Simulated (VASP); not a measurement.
# Os (Pm-3m) in VASP: notebook

Runs on Os. Level: LDA. Tasks: single point.

Everything below comes from runs of VASP 6.6.1. Logs are shortened: lines on timing, memory, paths and dates and some standing lists are left out, and cuts for length are marked.

**1. The cell of the first run**

Symmetry: Pm-3m, No. 221, cubic system. The conventional cell has a = 2.297 Å, b = 2.297 Å, c = 2.297 Å, α = 90.00°, β = 90.00°, γ = 90.00°. Os (site symmetry m-3m) has 6 Os at 2.30 Å within 3.0 Å.

This isn't the form of Os at room conditions, which is hcp.

**2. Single point, LDA**

INCAR reads:

```
ALGO = Normal
EDIFF = 1E-7
ENCUT = 520
GGA = CA
ISIF = 2
ISMEAR = 1
LASPH = True
LCHARG = False
LREAL = False
LWAVE = False
NBANDS = 10
NELM = 100
PREC = Accurate
SIGMA = 0.15
```

KPOINTS reads:

```
k-points
0
Gamma
  17 17 17
```

POSCAR reads:

```
Os
1.0
    2.2967469677      0.0000000000      0.0000000000
    0.0000000000      2.2967469677      0.0000000000
    0.0000000000      0.0000000000      2.2967469677
Os
1
Direct
    0.0000000000      0.0000000000      0.0000000000
```

Potentials or basis: VASP PAW LDA potentials, release 64 (Os).

Launch:

```sh
> cat potpaw_LDA.64/Os/POTCAR > POTCAR
> mpirun -np 1 vasp_std > vasp.out
```

OUTCAR:

```text
EDIFF = 1E-7
   ENCUT = 520
   GGA = CA
   ISIF = 2
   ISMEAR = 1
   LASPH = True
   LREAL = False
   NELM = 100
   PREC = Accurate

 ion  position               nearest neighbor table
   1  0.000  0.000  0.000-

  LATTYP: Found a simple cubic cell.
 ALAT       =     2.2967469677

  Lattice vectors:

 A1 = (   2.2967469677,   0.0000000000,   0.0000000000)
 A2 = (   0.0000000000,   2.2967469677,   0.0000000000)
 A3 = (   0.0000000000,   0.0000000000,   2.2967469677)

Analysis of symmetry for initial positions (statically):
=====================================================================
 Subroutine PRICEL returns:
 Original cell was already a primitive cell.

 Routine SETGRP: Setting up the symmetry group for a
 simple cubic supercell.

 Subroutine GETGRP returns: Found 48 space group operations
 (whereof 48 operations were pure point group operations)
 out of a pool of 48 trial point group operations.

The static configuration has the point symmetry O_h .

Analysis of symmetry for dynamics (positions and initial velocities):
=====================================================================
 Subroutine PRICEL returns:
 Original cell was already a primitive cell.

 Routine SETGRP: Setting up the symmetry group for a
 simple cubic supercell.

 Subroutine GETGRP returns: Found 48 space group operations
 (whereof 48 operations were pure point group operations)
 out of a pool of 48 trial point group operations.

The dynamic configuration has the point symmetry O_h .

 Subroutine INISYM returns: Found 48 space group operations
 (whereof 48 operations are pure point group operations),
 and found     1 'primitive' translations

----------------------------------------------------------------------------------------

                                     Primitive cell

  volume of cell :      12.1154

  direct lattice vectors                    reciprocal lattice vectors
     2.296746968  0.000000000  0.000000000     0.435398420  0.000000000  0.000000000
     0.000000000  2.296746968  0.000000000     0.000000000  0.435398420  0.000000000
     0.000000000  0.000000000  2.296746968     0.000000000  0.000000000  0.435398420

  length of vectors
     2.296746968  2.296746968  2.296746968     0.435398420  0.435398420  0.435398420

  position of ions in fractional coordinates (direct lattice)
     0.000000000  0.000000000  0.000000000

  ion indices of the primitive-cell ions
   primitive index   ion index
                 1           1

----------------------------------------------------------------------------------------

 KPOINTS: k-points

Automatic generation of k-mesh.
 Grid dimensions read from file:
 generate k-points for:   17   17   17

 Generating k-lattice:

  Cartesian coordinates                     Fractional coordinates (reciprocal lattice)
     0.025611672  0.000000000  0.000000000     0.058823529  0.000000000  0.000000000
     0.000000000  0.025611672  0.000000000     0.000000000  0.058823529  0.000000000
     0.000000000  0.000000000  0.025611672     0.000000000  0.000000000  0.058823529

  Length of vectors
     0.025611672  0.025611672  0.025611672

  Shift w.r.t. Gamma in fractional coordinates (k-lattice)
     0.000000000  0.000000000  0.000000000

 Subroutine IBZKPT returns following result:
 ===========================================

 Found    165 irreducible k-points:

 Following reciprocal coordinates:
            Coordinates               Weight
  0.000000  0.000000  0.000000      1.000000
  0.058824  0.000000  0.000000      6.000000
  0.117647  0.000000  0.000000      6.000000
  0.176471  0.000000  0.000000      6.000000
  0.235294  0.000000  0.000000      6.000000
  0.294118  0.000000  0.000000      6.000000
[... 16 lines left out ...]
  0.411765  0.117647  0.000000     24.000000
  0.470588  0.117647  0.000000     24.000000
 [... further k-points ...]
   k-points           NKPTS =    165   k-points in BZ     NKDIM =    165   number of bands    NBANDS=     10
   number of dos      NEDOS =    301   number of ions     NIONS =      1
   total plane-waves  NPLWV =   5832
   dimension x,y,z NGX =    18 NGY =   18 NGZ =   18
   dimension x,y,z NGXF=    36 NGYF=   36 NGZF=   36
   ions per type =               1
   NGX,Y,Z   is equivalent  to a cutoff of  13.03, 13.03, 13.03 a.u.
   NGXF,Y,Z  is equivalent  to a cutoff of  26.06, 26.06, 26.06 a.u.
 SYSTEM =  unknown system
   PREC   = accura    normal or accurate (medium, high low for compatibility)
   ISTART =      0    job   : 0-new  1-cont  2-samecut
   ICHARG =      2    charge: 1-file 2-atom 10-const
   ISPIN  =      1    spin polarized calculation?
   LNONCOLLINEAR =      F non collinear calculations
   LSORBIT =      F    spin-orbit coupling
   LASPH  =      T    aspherical Exc in radial PAW
   ENCUT  =  520.0 eV  38.22 Ry    6.18 a.u.   4.27  4.27  4.27*2*pi/ulx,y,z
   NELM   =    100;   NELMIN=  2; NELMDL= -5     # of ELM steps
   EDIFF  = 0.1E-06   stopping-criterion for ELM
   LREAL  =      F    real-space projection
   EDIFFG = 0.1E-05   stopping-criterion for IOM
   NSW    =      0    number of steps for IOM
   IBRION =     -1    ionic relax: 0-MD 1-quasi-New 2-CG
   NFREE  =      0    steps in history (QN), initial steepest desc. (CG)
   ISIF   =      2    stress and relaxation
   ISYM   =      2    0-nonsym 1-usesym 2-fastsym
   POTIM  = 0.5000    time-step for ionic-motion
   TEBEG  =    0.0;   TEEND  =   0.0 temperature during run
   PSTRESS=    0.0 pullay stress
   NELECT =       8.0000    total number of electrons
   NUPDOWN=      -1.0000    fix difference up-down
   EMIN   =  10.00;   EMAX   =-10.00  energy-range for DOS
   EFERMI =   0.00;   METHOD = LEGACY
   ISMEAR =     1;   SIGMA  =   0.15  broadening in eV -4-tet -1-fermi 0-gaus
   EFERMI_NEDOS =   21; number of points for ismear=-14 and -15
   IALGO  =     38    algorithm
   IMIX   =      4    mixing-type and parameters
     AMIX     =   0.40;   BMIX     =  1.00
     AMIX_MAG =   1.60;   BMIX_MAG =  1.00
  volume/ion in A,a.u.               =      12.12        81.76
  Fermi-wavevector in a.u.,A,eV,Ry     =   1.425580  2.693956 27.650836  2.032279
  Thomas-Fermi vector in A             =   2.545949
   LORBIT       =      0    0 simple, 1 ext, 2 COOP (PROOUT), +10 PAW based schemes
   GGA     = CA    functional components
   LHFCALC =     F    Hartree Fock is set to
   AEXX    =    0.0000 exact exchange contribution
   IVDW    =     0    specifies the selected vdW correction
   LEPSILON=     F    determine dielectric tensor
   LRPA    =     F    only Hartree local field effects (RPA)
 non-spin polarized calculation
 Methfessel and Paxton  Order N= 1 SIGMA  =   0.15
  energy-cutoff  :      520.00
  volume of cell :       12.12
 maximum number of plane-waves:       341
 NGX is ok and might be reduce to    18
   NGX =  9   NGY =  9   NGZ =  9

 number of electron       7.9999998 magnetization

 Free energy of the ion-electron system (eV)
  ---------------------------------------------------
  ext. energy  EPLUGINS =         0.00000000
  ---------------------------------------------------
  free energy    TOTEN  =        -9.57750018 eV

  energy without entropy =       -9.57636516  energy(sigma->0) =       -9.57712184

 E-fermi :  12.1446     XC(G=0): -14.8265

 val. band max:       12.1125002325   @ k =   0.2353   0.1176   0.1176
 cond. band min:      12.1491050538   @ k =   0.2941   0.1765   0.0588
 fundamental gap:      0.0366048213
 Fermi energy:        12.1446071047

 k-point     1 :       0.0000    0.0000    0.0000
  band No.  band energies     occupation
      1      -0.1425      2.00000
      2       2.9564      2.00000
      3       2.9564      2.00000
      4      15.8476      0.00000
      5      15.8476      0.00000
      6      15.8476      0.00000
      7      30.1247      0.00000
      8      30.1247      0.00000
      9      30.1247      0.00000
     10      38.0806      0.00000

 k-point     2 :       0.0588    0.0000    0.0000
  band No.  band energies     occupation
      1       0.0176      2.00000
      2       2.9960      2.00000
      3       3.1566      2.00000
      4      15.5701      0.00000
      5      15.5701      0.00000
      6      15.8673      0.00000
      7      29.2853      0.00000
      8      30.4755      0.00000
      9      30.4755      0.00000
     10      38.7012      0.00000

 k-point     3 :       0.1176    0.0000    0.0000
  band No.  band energies     occupation
      1       0.4455      2.00000
      2       3.1113      2.00000
      3       3.7767      2.00000
      4      14.8394     -0.00000
      5      14.8394     -0.00000
      6      15.9242      0.00000
      7      27.5011      0.00000
      8      31.4140      0.00000
      9      31.4140      0.00000
     10      36.6818      0.00000

 k-point     4 :       0.1765    0.0000    0.0000
  band No.  band energies     occupation
      1       1.0256      2.00000
      2       3.2905      2.00000
      3       4.8314      2.00000
      4      13.8680     -0.00000
      5      13.8680     -0.00000
      6      16.0114      0.00000
      7      25.5860      0.00000
      8      32.6986      0.00000
      9      32.6986      0.00000
     10      34.3789      0.00000
[... 222 lines left out ...]
 k-point    22 :       0.3529    0.1176    0.0000
  band No.  band energies     occupation
      1       3.4226      2.00000
      2       4.7553      2.00000
      3       7.8697      2.00000
      4      11.2840      2.00000
      5      11.7680      2.00220
      6      15.4510      0.00000
      7      22.8593      0.00000
      8      30.3131      0.00000
      9      33.2384      0.00000
     10      38.3348      0.00000

 k-point    23 :       0.4118    0.1176    0.0000
  band No.  band energies     occupation
      1       3.8876      2.00000
      2       5.0382      2.00000
      3       7.5702      2.00000
      4      10.7584      2.00000
      5      12.5390     -0.00128
      6      15.5426      0.00000
      7      22.7714      0.00000
      8      29.5097      0.00000
      9      34.0312      0.00000
     10      38.3975      0.00000

 k-point    24 :       0.4706    0.1176    0.0000
  band No.  band energies     occupation
      1       4.1477      2.00000
      2       5.2589      2.00000
      3       7.2506      2.00000
      4      10.4882      2.00000
      5      12.9898     -0.00000
      6      15.5924      0.00000
      7      23.0488      0.00000
      8      29.0746      0.00000
      9      34.7773      0.00000
     10      36.3375      0.00000

 [... further k-points ...]
[... 5 lines left out ...]
  --------------------------------------------------------------------------------------
  -------------------------------------------------------------------------------------
  Total       12.0038911     12.0038911     12.0038911      0.0000000      0.0000000      0.0000000
  in kB     1587.4248425   1587.4248425   1587.4248425      0.0000000      0.0000000      0.0000000
  external PRESSURE =    1587.4248425 kB  Pullay stress =       0.0000000 kB

 VOLUME and BASIS-vectors are now :
 -----------------------------------------------------------------------------
  energy-cutoff  :      520.00
  volume of cell :       12.12
      direct lattice vectors                 reciprocal lattice vectors
     2.296746968  0.000000000  0.000000000     0.435398420  0.000000000  0.000000000
     0.000000000  2.296746968  0.000000000     0.000000000  0.435398420  0.000000000
     0.000000000  0.000000000  2.296746968     0.000000000  0.000000000  0.435398420

 POSITION                                       TOTAL-FORCE (eV/Angst)
 -----------------------------------------------------------------------------------
      0.00000      0.00000      0.00000         0.000000      0.000000      0.000000
 -----------------------------------------------------------------------------------
    total drift:                               -0.000000      0.000000      0.000000

  FREE ENERGIE OF THE ION-ELECTRON SYSTEM (eV)
  ---------------------------------------------------
  free  energy   TOTEN  =        -9.5775001824 eV

  energy  without entropy=       -9.5763651559  energy(sigma->0) =       -9.57712184
```

It took 22 s on 1 thread of Intel Xeon 8259CL, shared host; peak memory 0.13 GiB.

Results:

```
Free energy            : -9.5775 eV
Pressure               : 158.7 GPa
Band gap on the k mesh : zero (bands 4 and 5 overlap by 8.80 eV)
```

Caveat: the cell stands under pressure; spin-orbit coupling is left out, which moves the levels of the heavy elements.

**3. Single point, LDA (13.39 Å³/atom)**

This run uses another cell than the first one, of 13.39 Å³/atom.

INCAR reads:

```
PREC     = Accurate       # precision mode
ENCUT    = 520            # plane-wave cutoff, eV
EDIFF    = 1E-6           # SCF threshold, eV
ISMEAR   = -1             # smearing method
SIGMA    = 0.05           # smearing width, eV
LREAL    = False          # projectors in reciprocal space
LASPH    = True           # aspherical terms in the spheres
NELM     = 60             # most SCF steps
ALGO     = Normal         # electronic algorithm
ISIF     = 2              # what is computed and relaxed
LWAVE    = False          # write WAVECAR
LCHARG   = False          # write CHGCAR
GGA      = CA             # functional
NBANDS   = 10             # bands
```

KPOINTS reads:

```
regular mesh
0
Gamma
  17 17 17
```

POSCAR reads:

```
Os
1.0
    2.3746615279      0.0000000000      0.0000000000
    0.0000000000      2.3746615279      0.0000000000
    0.0000000000      0.0000000000      2.3746615279
Os
1
Direct
    0.0000000000      0.0000000000      0.0000000000
```

Potentials or basis: VASP PAW LDA potentials, release 64 (Os).

Launch:

```sh
> cat potpaw_LDA.64/Os/POTCAR > POTCAR
> mpirun -np 1 vasp_std > vasp.out
```

Wall time 21 s (1 thread of Intel Xeon 8259CL, shared host); peak memory 0.14 GiB.

It converged, with:

```yaml
Free_energy: -10.5140 eV
Pressure: 81.0 GPa
Band_gap_on_the_k_mesh: zero (bands 4 and 5 overlap by 8.07 eV)
```

Levels at points of the mesh, in eV from the Fermi level:
```csv
k point,band 2,band 3,band 4,band 5,band 6,band 7
"(0.00, 0.00, 0.00)",-8.04,-8.04,3.18,3.18,3.18,17.16
```

Caveat: the cell stands under pressure; spin-orbit coupling is left out, which moves the levels of the heavy elements.

**4. Single point, LDA (13.39 Å³/atom)**

This run uses another cell than the first one, of 13.39 Å³/atom.

INCAR reads:

```
SYSTEM = Os
ALGO = Normal ; EDIFF = 1E-6
ENCUT = 520 ; ISIF = 2
ISMEAR = -1 ; LASPH = .True.
LCHARG = .False. ; LREAL = .False.
LWAVE = .False. ; NBANDS = 10
NELM = 60 ; PREC = Accurate
SIGMA = 0.05
```

KPOINTS reads:

```
k-points
0
Gamma
  17 17 17
  0 0 0
```

POSCAR is that of step 3.

Launch:

```sh
> cat potpaw_LDA.64/Os/POTCAR > POTCAR
> mpirun -np 1 vasp_std > vasp.out
```

It took 17 s on 1 thread of Intel Xeon 8259CL, shared host; peak memory 0.13 GiB.

The run converged. Its results:

```yaml
Free_energy: -10.5140 eV
Pressure: 81.0 GPa
Band_gap_on_the_k_mesh: zero (bands 4 and 5 overlap by 8.07 eV)
```

Levels at points of the mesh, in eV from the Fermi level:
| k point | band 1 | band 2 | band 3 | band 4 | band 5 | band 6 | band 7 | band 8 | band 9 |
| --- | --- | --- | --- | --- | --- | --- | --- | --- | --- |
| (0.00, 0.00, 0.00) | -11.35 | -8.04 | -8.04 | 3.18 | 3.18 | 3.18 | 17.16 | 17.16 | 17.16 |

Caveat: the cell stands under pressure; spin-orbit coupling is left out, which moves the levels of the heavy elements.
